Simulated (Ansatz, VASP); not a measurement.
**HC4 in VASP and in Ansatz**

The input INCAR:

```
SYSTEM = HC4
ALGO = Normal
DIPOL = 0.5 0.5 0.256
EDIFF = 1E-6
ENCUT = 520
GGA = PE
IDIPOL = 3
ISIF = 2
ISMEAR = 0
IVDW = 12
LASPH = .TRUE.
LCHARG = .TRUE.
LDIPOL = .TRUE.
LELF = .TRUE.
LREAL = .FALSE.
LVACPOTAV = .TRUE.
LVHAR = .TRUE.
LWAVE = .FALSE.
NBANDS = 28
NELM = 100
PREC = Accurate
SIGMA = 0.1
```

Contents of KPOINTS:

```
k-points
0
G
  6 6 1
  0 0 0
```

File POSCAR:

```
HC4
1.0
    4.9313048819      0.0000000000      0.0000000000
   -2.4656524409      4.2706353015      0.0000000000
    0.0000000000      0.0000000000     18.0000331942
C H
8 2
Direct
    0.3333333333      0.1666666667      0.2222236565
    0.3333333333      0.6666666667      0.2222236565
    0.8333333333      0.1666666667      0.2222236565
    0.8333333333      0.6666666667      0.2222236565
    0.1666666667      0.3333333333      0.2222218124
    0.1666666667      0.8333333333      0.2222218124
    0.6666666667      0.3333333333      0.2222218124
    0.6666666667      0.8333333333      0.2222218124
    0.2674278564      0.1666666667      0.3888900158
    0.3992388102      0.1666666667      0.3888900158
```

Input for Ansatz:

```yaml
crystal:
  lattice:
    - [4.9313048819, 0.0, 0.0]
    - [-2.4656524409, 4.2706353015, 0.0]
    - [0.0, 0.0, 18.0000331942]
  atoms:
    - { symbol: C, position: [0.3333333333, 0.1666666667, 0.2222236565] }
    - { symbol: C, position: [0.3333333333, 0.6666666667, 0.2222236565] }
    - { symbol: C, position: [0.8333333333, 0.1666666667, 0.2222236565] }
    - { symbol: C, position: [0.8333333333, 0.6666666667, 0.2222236565] }
    - { symbol: C, position: [0.1666666667, 0.3333333333, 0.2222218124] }
    - { symbol: C, position: [0.1666666667, 0.8333333333, 0.2222218124] }
    - { symbol: C, position: [0.6666666667, 0.3333333333, 0.2222218124] }
    - { symbol: C, position: [0.6666666667, 0.8333333333, 0.2222218124] }
    - { symbol: H, position: [0.2674278564, 0.1666666667, 0.3888900158] }
    - { symbol: H, position: [0.3992388102, 0.1666666667, 0.3888900158] }
basis:
  ecutwfc: 420
kpoints:
  mp_grid: { grid: [6, 6, 1] }
hamiltonian:
  xc: pbe
  pseudopotentials: { kind: paw, azcp: { folder: soft_1 } }
  dispersion: d3bj
scf:
  occupations: { method: gaussian, width: 0.1 }
output:
  forces: true
  eigenvalues: true
efield:
  axis: 3
  dipole_correction: true
  ramp_width: 0.04
```

Alike in both runs: task single point; functional PBE; dispersion D3(BJ); k mesh 6 × 6 × 1; occupations gaussian, width 0.1 eV; no spin polarisation.

```csv
,VASP,Ansatz
version,VASP 6.6.1,Ansatz 0.2.0
potentials or method,"VASP PAW PBE potentials, release 64 (C, H), cutoff 520 eV","scalar-relativistic, plane waves, PAW"
valence electrons in the cell,34,34
```

|  | VASP | Ansatz | Ansatz less VASP |
| --- | --- | --- | --- |
| gap on the k mesh at the Fermi level (eV) | none | none | - |
| least direct gap on the mesh (eV) | 0.00 | 0.00 | 0.000 |
| rms of the force components (eV/Å) | 1.257 | 1.248 | -0.0086 |

Atom by atom the forces differ by 0.009 eV/Å (rms over components). A gap of «none» marks a metal or a gap that the smearing closes.

A gap of «none» marks a metal or a gap under the smearing width.
